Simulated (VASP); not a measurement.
# BN (F-43m) in VASP: vibrations by perturbation theory with LDA

Aim: the vibrations by perturbation theory of BN with LDA.

All numbers are computed with VASP 6.6.1; they aren't measurements. Logs are shortened: lines on timing, memory, paths and dates and some standing lists are left out, and cuts for length are marked.

### 1 The cell of the first run

It takes space group F-43m (No. 216, cubic). The conventional cell has a = 3.460 Å, b = 3.460 Å, c = 3.460 Å, α = 90.00°, β = 90.00°, γ = 90.00°. Within 2.0 Å of B (site symmetry -43m) lie 4 N at 1.50 Å. N (site symmetry -43m) has 4 B at 1.50 Å within 2.0 Å.

### 2 Vibrations by perturbation theory, LDA

File INCAR:

```
  PREC = Accurate
  ENCUT = 520
  EDIFF = 1E-8
  ISMEAR = 0
  SIGMA = 0.01
  LREAL = F
  LASPH = T
  NELM = 100
  ALGO = Normal
  ISIF = 2
  LWAVE = F
  LCHARG = F
  GGA = CA
  IBRION = 8
  NSW = 1
  LEPSILON = T
```

File KPOINTS:

```
regular mesh
0
Gamma
  14 14 14
```

File POSCAR:

```
BN
1.0
    2.4350008532      0.0024130452     -0.2341819469
   -1.2083345289      2.1140382042      0.2341928691
   -1.0295321867     -0.8170129847      2.0631600572
B N
1 1
Direct
    1.0740745000      1.0329420000      0.1184025000
    0.5740745000      0.2829420000      0.8684025000
```

Potentials or basis: VASP PAW LDA potentials, release 64 (B, N).

Launch:

```console
$ cat potpaw_LDA.64/B/POTCAR potpaw_LDA.64/N/POTCAR > POTCAR
$ mpirun -np 1 vasp_std > vasp.out
```

OUTCAR:

```text
PREC = Accurate
   ENCUT = 520
   EDIFF = 1E-8
   ISMEAR = 0
   LREAL = F
   LASPH = T
   NELM = 100
   ISIF = 2
   GGA = CA
   IBRION = 8
   NSW = 1
   LEPSILON = T

 ion  position               nearest neighbor table
   1  0.074  0.033  0.118-   2 1.50   2 1.50   2 1.50   2 1.50
   2  0.574  0.283  0.868-   1 1.50   1 1.50   1 1.50   1 1.50

  LATTYP: Found a face centered cubic cell.
 ALAT       =     3.4595017451

  Lattice vectors:

 A1 = (  -2.4350008532,  -0.0024130452,   0.2341819469)
 A2 = (  -1.2266663243,  -2.1164512494,  -0.0000109222)
 A3 = (  -1.0295321867,  -0.8170129847,   2.0631600572)

Analysis of symmetry for initial positions (statically):
=====================================================================
 Subroutine PRICEL returns:
 Original cell was already a primitive cell.

 Routine SETGRP: Setting up the symmetry group for a
 face centered cubic supercell.

 Subroutine GETGRP returns: Found 24 space group operations
 (whereof  1 operations were pure point group operations)
 out of a pool of 48 trial point group operations.

The static configuration has the point symmetry C_1 .
 The point group associated with its full space group is T_d .

Analysis of symmetry for dynamics (positions and initial velocities):
=====================================================================
 Subroutine PRICEL returns:
 Original cell was already a primitive cell.

 Routine SETGRP: Setting up the symmetry group for a
 face centered cubic supercell.

 Subroutine GETGRP returns: Found 24 space group operations
 (whereof  1 operations were pure point group operations)
 out of a pool of 48 trial point group operations.

The dynamic configuration has the point symmetry C_1 .
 The point group associated with its full space group is T_d .

 Subroutine INISYM returns: Found 24 space group operations
 (whereof  1 operations are pure point group operations),
 and found     1 'primitive' translations

----------------------------------------------------------------------------------------

                                     Primitive cell

  volume of cell :      10.3510

  direct lattice vectors                    reciprocal lattice vectors
     2.435000853  0.002413045 -0.234181947     0.439856533  0.217552597  0.305642673
    -1.208334529  2.114038204  0.234192869     0.018003275  0.462053588  0.191957347
    -1.029532187 -0.817012985  2.063160057     0.047882965 -0.027754882  0.497596370

  length of vectors
     2.446237143  2.446237144  2.446237144     0.578117934  0.500664817  0.500664817

  position of ions in fractional coordinates (direct lattice)
     0.074074500  0.032942000  0.118402500
     0.574074500  0.282942000  0.868402500

  ion indices of the primitive-cell ions
   primitive index   ion index
                 1           1
                 2           2

----------------------------------------------------------------------------------------

 KPOINTS: regular mesh

Automatic generation of k-mesh.
 Grid dimensions read from file:
 generate k-points for:   14   14   14

 Generating k-lattice:

  Cartesian coordinates                     Fractional coordinates (reciprocal lattice)
     0.031418324  0.015539471  0.021831619     0.071428571 -0.000000000 -0.000000000
     0.001285948  0.033003828  0.013711239     0.000000000  0.071428571  0.000000000
     0.003420212 -0.001982492  0.035542598     0.000000000 -0.000000000  0.071428571

  Length of vectors
[... 376 lines left out ...]
  external PRESSURE =     514.6145614 kB  Pullay stress =       0.0000000 kB

 VOLUME and BASIS-vectors are now :
 -----------------------------------------------------------------------------
  energy-cutoff  :      520.00
  volume of cell :       10.35
      direct lattice vectors                 reciprocal lattice vectors
     2.435000853  0.002413045 -0.234181947     0.439856533  0.217552597  0.305642673
    -1.208334529  2.114038204  0.234192869     0.018003275  0.462053588  0.191957347
    -1.029532187 -0.817012985  2.063160057     0.047882965 -0.027754882  0.497596370

 POSITION                                       TOTAL-FORCE (eV/Angst)
 -----------------------------------------------------------------------------------
      0.01867     -0.02692      0.23465         0.000000      0.000000     -0.000000
      0.16193     -0.10996      1.72348        -0.000000     -0.000000      0.000000
 -----------------------------------------------------------------------------------
    total drift:                               -0.000004     -0.000002     -0.000007

  FREE ENERGIE OF THE ION-ELECTRON SYSTEM (eV)
  ---------------------------------------------------
  free  energy   TOTEN  =       -19.2413859727 eV

  energy  without entropy=      -19.2413859727  energy(sigma->0) =      -19.24138597

 HEAD OF MICROSCOPIC STATIC DIELECTRIC TENSOR (INDEPENDENT PARTICLE, excluding Hartree and local field effects)
 ------------------------------------------------------
           4.631659    -0.000000    -0.000000
          -0.000000     4.631659     0.000000
          -0.000000     0.000000     4.631659
 ------------------------------------------------------

 Free energy of the ion-electron system (eV)
  ---------------------------------------------------
  ---------------------------------------------------
  free energy    TOTEN  =        -0.10515565 eV

  energy without entropy =       -0.10515565

------------------------ aborting loop because EDIFF is reached ----------------------------------------

--------------------------------------- Ionic step        2  -------------------------------------------

------------------------ aborting loop because EDIFF is reached ----------------------------------------

--------------------------------------- Ionic step        3  -------------------------------------------

------------------------ aborting loop because EDIFF is reached ----------------------------------------

 PIEZOELECTRIC TENSOR FIELD DIRECTION 3  (e Angst)
 -----------------------------------------------------------------------------
     0.33482  0.06232 -0.13888           (  0.00440  0.00109 -0.00188)
     0.06232  0.40623  0.08050           (  0.00109  0.00564  0.00109)
    -0.13888  0.08050 -0.74101           ( -0.00188  0.00109 -0.01004)

 PIEZOELECTRIC TENSOR FIELD DIRECTION 3  (C/m^2)
 -----------------------------------------------------------------------------
     0.51825  0.09647 -0.21497
     0.09647  0.62878  0.12460
    -0.21497  0.12460 -1.14698

--------------------------------------- Ionic step        4  -------------------------------------------

------------------------ aborting loop because EDIFF is reached ----------------------------------------

[... ionic steps 5 to 6 ...]

--------------------------------------- Ionic step        7  -------------------------------------------

 Free energy of the ion-electron system (eV)
  ---------------------------------------------------
  ---------------------------------------------------
  free energy    TOTEN  =        -0.22926812 eV

  energy without entropy =       -0.22926812

------------------------ aborting loop because EDIFF is reached ----------------------------------------

 INTERNAL STRAIN TENSOR  FOR ION    2  DIRECTION 1   (eV/Angst):
 -----------------------------------------------------------------------------
     1.31675 -7.31413  4.39744
    -7.31311  0.49367  0.81188
     4.39701  0.80353 -1.81336

 MACROSCOPIC STATIC DIELECTRIC TENSOR (including local field effects in DFT)
 ------------------------------------------------------
           4.485843    -0.000000    -0.000000
          -0.000000     4.485843     0.000000
          -0.000000     0.000000     4.485843
 ------------------------------------------------------

 PIEZOELECTRIC TENSOR (including local field effects)  for field in x, y, z        (e  Angst)
          XX          YY          ZZ          XY          YZ          ZX
  --------------------------------------------------------------------------------
  x     0.10155     0.03745    -0.13900    -0.55777     0.06191     0.33503
  y    -0.55777     0.47720     0.08057     0.03745     0.40596     0.06191
  z     0.33503     0.40596    -0.74099     0.06191     0.08057    -0.13900

 PIEZOELECTRIC TENSOR (including local field effects)  for field in x, y, z        (C/m^2)
          XX          YY          ZZ          XY          YZ          ZX
  --------------------------------------------------------------------------------
  x     0.15719     0.05797    -0.21516    -0.86335     0.09583     0.51857
  y    -0.86335     0.73864     0.12472     0.05797     0.62837     0.09583
  z     0.51857     0.62837    -1.14694     0.09583     0.12472    -0.21516

 BORN EFFECTIVE CHARGES (including local field effects) (in |e|, cummulative output)
 ---------------------------------------------------------------------------------
 ion    1
    1     1.82297    -0.00000    -0.00000
    2    -0.00000     1.82297     0.00000
    3    -0.00000     0.00000     1.82297
 ion    2
    1    -1.82297     0.00000     0.00000
    2     0.00000    -1.82297    -0.00000
    3     0.00000    -0.00000    -1.82297

 INTERNAL STRAIN TENSOR FOR ION    2 for displacements in x,y,z  (eV/Angst):
          X           Y           Z          XY          YZ          ZX
  --------------------------------------------------------------------------------
  x     1.33062     0.49074    -1.82136    -7.30848     0.81121     4.38982
  y    -7.30848     6.25274     1.05574     0.49074     5.31934     0.81121
  z     4.38982     5.31934    -9.70916     0.81121     1.05574    -1.82136

 SECOND DERIVATIVES (NOT SYMMETRIZED)
 ------------------------------------
               1X          1Y          1Z          2X          2Y          2Z
  1X   -32.886408    0.000000    0.000000   32.886408   -0.000000   -0.000000
  1Y     0.000000  -32.886408   -0.000000   -0.000000   32.886408    0.000000
  1Z     0.000000   -0.000000  -32.886408   -0.000000    0.000000   32.886408
  2X    32.893403   -0.000000   -0.000000  -32.893403    0.000000    0.000000
  2Y    -0.000000   32.893403    0.000000    0.000000  -32.893403   -0.000000
  2Z    -0.000000    0.000000   32.893403    0.000000   -0.000000  -32.893403

 Eigenvectors and eigenvalues of the dynamical matrix
 ----------------------------------------------------

   1 f  =   36.299237 THz   228.074832 2PiTHz 1210.812211 cm-1   150.121514 meV
             X         Y         Z           dx          dy          dz
      0.018667 -0.026917  0.234651    -0.149814    0.718450    0.160051
      0.161935 -0.109961  1.723478     0.131659   -0.631388   -0.140656
[... 21 lines left out ...]
   6 f/i=    0.001914 THz     0.012026 2PiTHz    0.063845 cm-1     0.007916 meV
             X         Y         Z           dx          dy          dz
      0.018667 -0.026917  0.234651    -0.017820    0.344520   -0.562812
      0.161935 -0.109961  1.723478    -0.020277    0.392026   -0.640419

--------------------------------------------------------------------------------------------------------

 MACROSCOPIC STATIC DIELECTRIC TENSOR IONIC CONTRIBUTION
 ------------------------------------------------------
           1.766368    -0.000000    -0.000000
          -0.000000     1.766368     0.000000
          -0.000000     0.000000     1.766368
 ------------------------------------------------------

 ELASTIC MODULI CONTR FROM IONIC RELAXATION (kBar)
 Direction    XX          YY          ZZ          XY          YZ          ZX
 --------------------------------------------------------------------------------
 XX        -343.0983     99.9691    243.1292     44.9306    152.8164     37.2475
 YY          99.9691   -311.6613    211.6922    -17.4971   -180.9815     11.3446
 ZZ         243.1292    211.6922   -454.8214    -27.4335     28.1650    -48.5920
 XY          44.9306    -17.4971    -27.4335   -250.2804     11.3446    152.8164
 YZ         152.8164   -180.9815     28.1650     11.3446   -138.5574    -27.4335
 ZX          37.2475     11.3446    -48.5920    152.8164    -27.4335   -107.1204
 --------------------------------------------------------------------------------

 PIEZOELECTRIC TENSOR IONIC CONTR  for field in x, y, z        (C/m^2)
          XX          YY          ZZ          XY          YZ          ZX
  --------------------------------------------------------------------------------
  x    -0.11296    -0.04166     0.15462     0.62044    -0.06887    -0.37267
  y     0.62044    -0.53082    -0.08963    -0.04166    -0.45158    -0.06887
  z    -0.37267    -0.45158     0.82425    -0.06887    -0.08963     0.15462
```

Wall time 4.5 min (1 thread of Intel Xeon Platinum 8488C (Sapphire Rapids), shared host); peak memory 0.36 GiB.

Results:

* Electronic dielectric tensor (diagonal): 4.49
* Born charges (mean of the diagonal): B +1.82; N -1.82 e
* Highest phonon frequency at Γ, LO-TO splitting left out: 1211 cm⁻¹

Phonon frequencies in cm⁻¹ (negative: imaginary):
```csv
q point,frequencies
"(0.000, 0.000, 0.000)",0 0 0 1211 1211 1211
```

Electronic dielectric tensor:
```
4.49 0.00 0.00
0.00 4.49 0.00
0.00 0.00 4.49
```

Born effective charge tensors (e):
atom 1, B
```
1.82 0.00 0.00
0.00 1.82 0.00
0.00 0.00 1.82
```
atom 2, N
```
-1.82  0.00  0.00
 0.00 -1.82  0.00
 0.00  0.00 -1.82
```

Caveat: the cell wasn't relaxed at this level first, which shifts response properties.
